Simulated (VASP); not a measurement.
# Ru (P6_3/mmc) in VASP: further runs

Runs on Ru. Level: PBEsol. Tasks: relaxation of cell and atoms.

All numbers are computed with VASP 6.6.1; they aren't measurements. Logs are shortened: lines on timing, memory, paths and dates and some standing lists are left out, and cuts for length are marked.

## 1. The cell of the first run

Symmetry: P6_3/mmc, No. 194, hexagonal system. Conventional cell: a = 2.272 Å, b = 2.272 Å, c = 3.646 Å, α = 90.00°, β = 90.00°, γ = 120.00°. Ru (site symmetry -6m2) has 12 Ru at 2.25 to 2.27 Å within 3.0 Å.

## 2. Relaxation of cell and atoms, PBEsol, target pressure 520 GPa, at which the enthalpy is minimised

INCAR

```
PREC     = Accurate       # precision mode
ENCUT    = 600            # plane-wave cutoff, eV
EDIFF    = 1E-6           # SCF threshold, eV
ISMEAR   = -1             # smearing method
SIGMA    = 0.1            # smearing width, eV
LREAL    = F              # projectors in reciprocal space
LASPH    = T              # aspherical terms in the spheres
NELM     = 100            # most SCF steps
ALGO     = Normal         # electronic algorithm
ISIF     = 3              # what is computed and relaxed
LWAVE    = F              # write WAVECAR
LCHARG   = F              # write CHGCAR
GGA      = PS             # functional
IBRION   = 2              # ionic algorithm
NSW      = 32             # ionic steps
EDIFFG   = -0.005         # ionic threshold
PSTRESS  = 5200.0
```

KPOINTS

```
Automatic mesh
0
Gamma
  20 20 11
```

POSCAR

```
Ru
1.0
    2.2716520748      0.0000000000      0.0000000000
   -1.1358260374      1.9673084054      0.0000000000
    0.0000000000      0.0000000000      3.6464292605
Ru
2
Direct
    0.3333333333      0.6666666667      0.2500000000
    0.6666666667      0.3333333333      0.7500000000
```

Potentials or basis: VASP PAW PBE potentials, release 64 (Ru_pv).

The run is started by

```sh
cat potpaw_PBE.64/Ru_pv/POTCAR > POTCAR
mpirun -np 1 vasp_std > vasp.out
```

OUTCAR:

```text
PREC = Accurate
   ENCUT = 600
   EDIFF = 1E-6
   ISMEAR = -1
   LREAL = F
   LASPH = T
   NELM = 100
   ISIF = 3
   GGA = PS
   IBRION = 2
   NSW = 32
   EDIFFG = -0.005
   PSTRESS = 5200.0

 ion  position               nearest neighbor table
   1  0.333  0.667  0.250-   2 2.25   2 2.25   2 2.25   2 2.25   2 2.25   2 2.25   2 3.19   2 3.19
                             2 3.19   2 3.19   2 3.19   2 3.19
   2  0.667  0.333  0.750-   1 2.25   1 2.25   1 2.25   1 2.25   1 2.25   1 2.25   1 3.19   1 3.19
                             1 3.19   1 3.19   1 3.19   1 3.19

  LATTYP: Found a hexagonal cell.
 ALAT       =     2.2716520748
 C/A-ratio  =     1.6051882685

  Lattice vectors:

 A1 = (   2.2716520748,   0.0000000000,   0.0000000000)
 A2 = (  -1.1358260374,   1.9673084054,   0.0000000000)
 A3 = (   0.0000000000,   0.0000000000,   3.6464292605)

Analysis of symmetry for initial positions (statically):
=====================================================================
 Subroutine PRICEL returns:
 Original cell was already a primitive cell.

 Routine SETGRP: Setting up the symmetry group for a
 hexagonal supercell.

 Subroutine GETGRP returns: Found 24 space group operations
 (whereof 12 operations were pure point group operations)
 out of a pool of 24 trial point group operations.

The static configuration has the point symmetry D_3d.
 The point group associated with its full space group is D_6h.

Analysis of symmetry for dynamics (positions and initial velocities):
=====================================================================
 Subroutine PRICEL returns:
 Original cell was already a primitive cell.

 Routine SETGRP: Setting up the symmetry group for a
 hexagonal supercell.

 Subroutine GETGRP returns: Found 24 space group operations
 (whereof 12 operations were pure point group operations)
 out of a pool of 24 trial point group operations.

The dynamic configuration has the point symmetry D_3d.
 The point group associated with its full space group is D_6h.

 Subroutine INISYM returns: Found 24 space group operations
 (whereof 12 operations are pure point group operations),
 and found     1 'primitive' translations

----------------------------------------------------------------------------------------

[... 90 lines left out ...]
   ENCUT  =  600.0 eV  44.10 Ry    6.64 a.u.   4.54  4.54  7.28*2*pi/ulx,y,z
   NELM   =    100;   NELMIN=  2; NELMDL= -5     # of ELM steps
   EDIFF  = 0.1E-05   stopping-criterion for ELM
   LREAL  =      F    real-space projection
   EDIFFG = -.5E-02   stopping-criterion for IOM
   NSW    =     32    number of steps for IOM
   IBRION =      2    ionic relax: 0-MD 1-quasi-New 2-CG
   NFREE  =      1    steps in history (QN), initial steepest desc. (CG)
   ISIF   =      3    stress and relaxation
   ISYM   =      2    0-nonsym 1-usesym 2-fastsym
   POTIM  = 0.5000    time-step for ionic-motion
   TEBEG  =    0.0;   TEEND  =   0.0 temperature during run
   PSTRESS= 5200.0 pullay stress
   NELECT =      28.0000    total number of electrons
   NUPDOWN=      -1.0000    fix difference up-down
   EMIN   =  10.00;   EMAX   =-10.00  energy-range for DOS
   EFERMI =   0.00;   METHOD = LEGACY
   ISMEAR =    -1;   SIGMA  =   0.10  broadening in eV -4-tet -1-fermi 0-gaus
   EFERMI_NEDOS =   21; number of points for ismear=-14 and -15
   IALGO  =     38    algorithm
   IMIX   =      4    mixing-type and parameters
     AMIX     =   0.40;   BMIX     =  1.00
     AMIX_MAG =   1.60;   BMIX_MAG =  1.00
  volume/ion in A,a.u.               =       8.15        54.99
  Fermi-wavevector in a.u.,A,eV,Ry     =   1.960801  3.705376 52.310864  3.844740
  Thomas-Fermi vector in A             =   2.985868
   LORBIT       =      0    0 simple, 1 ext, 2 COOP (PROOUT), +10 PAW based schemes
   GGA     = PS    functional components
   LHFCALC =     F    Hartree Fock is set to
   AEXX    =    0.0000 exact exchange contribution
   IVDW    =     0    specifies the selected vdW correction
   LEPSILON=     F    determine dielectric tensor
   LRPA    =     F    only Hartree local field effects (RPA)
 conjugate gradient relaxation of ions
 non-spin polarized calculation
  energy-cutoff  :      600.00
  volume of cell :       16.30
 maximum number of plane-waves:       565
   NGX =  9   NGY =  9   NGZ = 15

--------------------------------------- Ionic step        1  -------------------------------------------

 number of electron      28.0000013 magnetization

 Free energy of the ion-electron system (eV)
  ---------------------------------------------------
  ext. energy  EPLUGINS =         0.00000000
  ---------------------------------------------------
  free energy    TOTEN  =        -9.41317172 eV

  energy without entropy =       -9.38527453  energy(sigma->0) =       -9.39922313

------------------------ aborting loop because EDIFF is reached ----------------------------------------

  FORCE on cell =-STRESS in cart. coord.  units (eV):
  Direction    XX          YY          ZZ          XY          YZ          ZX
  --------------------------------------------------------------------------------------
  -------------------------------------------------------------------------------------
  Total       53.9101862     53.9101862     53.9861966      0.0000000     -0.0000000     -0.0000000
  in kB     5300.2866533   5300.2866537   5307.7597688      0.0000000     -0.0000000     -0.0000000
  external PRESSURE =     102.7776919 kB  Pullay stress =    5200.0000000 kB
[... 101 lines left out ...]
--------------------------------------- Ionic step        4  -------------------------------------------

 number of electron      28.0000010 magnetization

 Free energy of the ion-electron system (eV)
  ---------------------------------------------------
  ext. energy  EPLUGINS =         0.00000000
  ---------------------------------------------------
  free energy    TOTEN  =        -9.65926123 eV

  energy without entropy =       -9.63126106  energy(sigma->0) =       -9.64526115

 E-fermi :  24.5171     XC(G=0): -17.6337

 val. band max:       24.5134477222   @ k =   0.1500   0.1500   0.2727
 cond. band min:      24.5259594059   @ k =   0.3000   0.1500   0.0000
 fundamental gap:      0.0125116837
 Fermi energy:        24.5170945972

 k-point     1 :       0.0000    0.0000    0.0000
  band No.  band energies     occupation
      1     -22.9958      2.00000
      2     -18.6561      2.00000
      3     -18.6561      2.00000
      4     -17.9768      2.00000
      5     -17.9768      2.00000
      6     -17.8529      2.00000
[... 481 lines left out ...]
      5     -18.5488      2.00000
      6     -18.5203      2.00000
[... 10 lines left out ...]
     17      27.9603      0.00000
     18      34.4433      0.00000

 [... further k-points ...]
[... 5 lines left out ...]
  --------------------------------------------------------------------------------------
  -------------------------------------------------------------------------------------
  Total       53.1244079     53.1244079     53.1399540     -0.0000000      0.0000000      0.0000000
  in kB     5199.0758301   5199.0758305   5200.5972694     -0.0000000      0.0000000      0.0000000
  external PRESSURE =      -0.4170234 kB  Pullay stress =    5200.0000000 kB
[... 21 lines left out ...]
  energy  without entropy=       -9.6312610632  energy(sigma->0) =       -9.64526115

  enthalpy is  TOTEN    =        43.4745898499 eV   P V=       53.1338510795

 reached required accuracy - stopping structural energy minimisation
```

OSZICAR:

```text
N       E                     dE             d eps       ncg     rms          rms(c)
DAV:   1     0.320086093307E+03    0.32009E+03   -0.19306E+04  9504   0.208E+03
DAV:   2    -0.282391772077E+01   -0.32291E+03   -0.31597E+03 10012   0.557E+02
[... 28 lines left out ...]
DAV:   8    -0.967073121851E+01   -0.33583E-06   -0.18293E-07  5538   0.435E-03
   3 F= 0.43474596E+02 E0= 0.43488598E+02  d E =-.238505E-02
       N       E                     dE             d eps       ncg     rms          rms(c)
DAV:   1    -0.965927340210E+01    0.11457E-01   -0.37419E-04  9834   0.268E-01    0.810E-02
DAV:   2    -0.965926158999E+01    0.11812E-04   -0.23268E-05 10062   0.597E-02    0.244E-02
DAV:   3    -0.965926054171E+01    0.10483E-05   -0.60832E-06 10014   0.278E-02    0.473E-03
DAV:   4    -0.965926122957E+01   -0.68786E-06   -0.22783E-07  5510   0.554E-03
   4 F= 0.43474590E+02 E0= 0.43488590E+02  d E =-.239070E-02
```

Run time: 3.3 min. Hardware: 1 thread of Intel Xeon Platinum 8259CL at 2.50GHz (Skylake/Cascade Lake), shared host; peak memory 0.2 GiB.

What came out:

- Free energy: -9.6593 eV
- Relaxed volume: 8.19 Å³/atom
- Relaxed cell: a = 2.275 Å, b = 2.275 Å, c = 3.652 Å, α = 90.00°, β = 90.00°, γ = 120.00°
- Space group after relaxing (to 0.05 Å): P6_3/mmc (No. 194)
- Energy change on relaxing (the enthalpy is what falls): -123.0 meV/atom
- Ionic steps: 4
- Pressure after relaxing: 520.0 GPa
- Band gap on the k mesh: zero (band 14 reaches 28.14 eV, above the bottom of band 15 at 21.07 eV)

The path:
| step | energy change (eV) | largest force (eV/Å) | pressure (GPa) | volume (Å³) |
| --- | --- | --- | --- | --- |
| 1 | 0.0000 | 0.0000 | 530.28 | 16.30 |
| 2 | -3.5641 | 0.0000 | 381.17 | 17.56 |
| 3 | -0.2576 | 0.0000 | 519.52 | 16.37 |
| 4 | -0.2461 | 0.0000 | 519.96 | 16.37 |

Final structure:
```
Ru
1.0
     2.27505    0.00000    0.00000
    -1.13753    1.97025    0.00000
     0.00000    0.00000    3.65229
Ru
2
Direct
  0.33333 0.66667 0.25000
  0.66667 0.33333 0.75000
```

Levels at points of the mesh, in eV from the Fermi level:
| k point | band 12 | band 13 | band 14 | band 15 | band 16 | band 17 |
| --- | --- | --- | --- | --- | --- | --- |
| (0.00, 0.00, 0.00) | -4.27 | -4.27 | -2.93 | -2.93 | 2.11 | 2.11 |
| (0.50, 0.00, 0.00) | -2.94 | -2.03 | 3.26 | 4.08 | 4.16 | 8.36 |

Caveat: the cell is relaxed towards a set pressure, so the enthalpy falls and the energy may rise; the PAW data sets were made with another functional, which shifts forces and pressure a little.

## 3. Relaxation of cell and atoms, PBEsol, target pressure 520 GPa, at which the enthalpy is minimised

This run uses another cell than the first one, of 8.19 Å³/atom, 1.005 times its volume.

INCAR: that of step 2 with these lines changed.

```diff
@@ -7,3 +7,3 @@
 LASPH    = T              # aspherical terms in the spheres
-NELM     = 100            # most SCF steps
+NELM     = 60             # most SCF steps
 ALGO     = Normal         # electronic algorithm
@@ -14,3 +14,3 @@
 IBRION   = 2              # ionic algorithm
-NSW      = 32             # ionic steps
+NSW      = 60             # ionic steps
 EDIFFG   = -0.005         # ionic threshold
```

KPOINTS is that of step 2.

POSCAR

```
Ru
1.0
    2.2686753358      0.0000000000      0.0000000000
   -1.1343376679      1.9647304738      0.0000000000
    0.0000000000      0.0000000000      3.6752540440
Ru
2
Direct
    0.3333333333      0.6666666667      0.2500000000
    0.6666666667      0.3333333333      0.7500000000
```

Potentials or basis: VASP PAW PBE potentials, release 64 (Ru_pv).

The run is started by

```sh
cat potpaw_PBE.64/Ru_pv/POTCAR > POTCAR
mpirun -np 1 vasp_std > vasp.out
```

It took 4.5 min on 1 thread of Intel Xeon Platinum 8259CL at 2.50GHz (Skylake/Cascade Lake), shared host; peak memory 0.2 GiB.

It converged, with:

```yaml
Free_energy: -9.6573 eV
Relaxed_volume: 8.19 Å³/atom
Relaxed_cell: a = 2.275 Å, b = 2.275 Å, c = 3.653 Å, α = 90.00°, β = 90.00°, γ = 120.00°
Space_group_after_relaxing_to_0.05_Å: P6_3/mmc (No. 194)
Energy_change_on_relaxing_the_enthalpy_is_what_falls: +15.3 meV/atom
Ionic_steps: 8
Pressure_after_relaxing: 520.0 GPa
Band_gap_on_the_k_mesh: zero (band 14 reaches 28.14 eV, above the bottom of band 15 at 21.07 eV)
```

Stress tensor (GPa, compression positive):
```
520.04   0.00   0.00
  0.00 520.04   0.00
  0.00   0.00 519.96
```

Step by step:
| step | energy change (eV) | largest force (eV/Å) | pressure (GPa) | volume (Å³) |
| --- | --- | --- | --- | --- |
| 1 | 0.0000 | 0.0000 | 518.23 | 16.38 |
| 2 | 0.8746 | 0.0000 | 554.07 | 16.16 |
| 3 | 0.1071 | 0.0000 | 523.26 | 16.35 |
| 4 | 0.1126 | 0.0000 | 523.44 | 16.35 |
| 5 | -0.9019 | 0.0000 | 481.48 | 16.67 |
| 6 | 0.0269 | 0.0000 | 519.92 | 16.37 |
| 7 | 0.0286 | 0.0000 | 519.95 | 16.37 |
| 8 | 0.0307 | 0.0000 | 520.01 | 16.37 |

Final structure:
```yaml
crystal:
  lattice:
    - [2.27492, 0.00000, 0.00000]
    - [-1.13746, 1.97014, 0.00000]
    - [0.00000, 0.00000, 3.65258]
  atoms:
    - { symbol: Ru, position: [0.33333, 0.66667, 0.25000] }
    - { symbol: Ru, position: [0.66667, 0.33333, 0.75000] }
```

Levels at points of the mesh, in eV from the Fermi level:
```csv
k point,band 11,band 12,band 13,band 14,band 15,band 16,band 17,band 18
"(0.00, 0.00, 0.00)",-5.58,-4.27,-4.27,-2.92,-2.92,2.11,2.11,2.94
"(0.50, 0.00, 0.00)",-3.97,-2.94,-2.03,3.26,4.08,4.16,8.36,9.92
```

Caveat: the cell is relaxed towards a set pressure, so the enthalpy falls and the energy may rise; the PAW data sets were made with another functional, which shifts forces and pressure a little.
